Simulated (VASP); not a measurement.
Runs of VASP 6.6.1 on ZrO2. The structure is that of space group Fm-3m (No. 225), or close to it. The cells are those of the table. 

```tsv
task	cell	gap on the mesh (eV)	pressure (GPa)
relaxation of cell and atoms	relaxed to 8 GPa from a = 3.585 Å, angles 60.0°, 3 atoms	3.40	8.0
single point	a = 3.580 Å, angles 60.0°, 3 atoms	3.40	8.1
single point	a = 3.588 Å, angles 60.0°, 3 atoms	3.38	(a)
single point	a = 3.617 Å, angles 60.0°, 3 atoms	3.31	(b)
relaxation of cell and atoms	relaxed to 2 GPa from a = 3.585 Å, angles 60.0°, 3 atoms	3.33	2.0
single point	a = 3.607 Å, angles 60.0°, 3 atoms	3.34	2.1
single point	a = 3.598 Å, angles 60.0°, 3 atoms	3.36	4.1
relaxation of cell and atoms	relaxed to 6 GPa from a = 3.585 Å, angles 60.0°, 3 atoms	3.38	6.0
relaxation of cell and atoms	relaxed to 4 GPa from a = 3.585 Å, angles 60.0°, 3 atoms	3.36	4.0
relaxation of cell and atoms	relaxed from a = 3.585 Å, angles 60.0°, 3 atoms	3.31	-0.1
```

Alike in all rows: level PBE; potentials or basis VASP PAW PBE potentials, release 64 (Zr_sv, O); no spin polarisation; k mesh 8 × 8 × 8; cutoff (eV) 600; smearing gaussian 0.01 eV.

Q: Fill in the values left out.

A: (a) 6.1; (b) 0.1.

Caveats: the cell is relaxed towards a set pressure, so the run minimises the enthalpy, not the energy (at least some runs); the cell stands under pressure (at least some runs).

A k mesh can miss the band edges, and the runs leave out spin-orbit coupling on Zr.
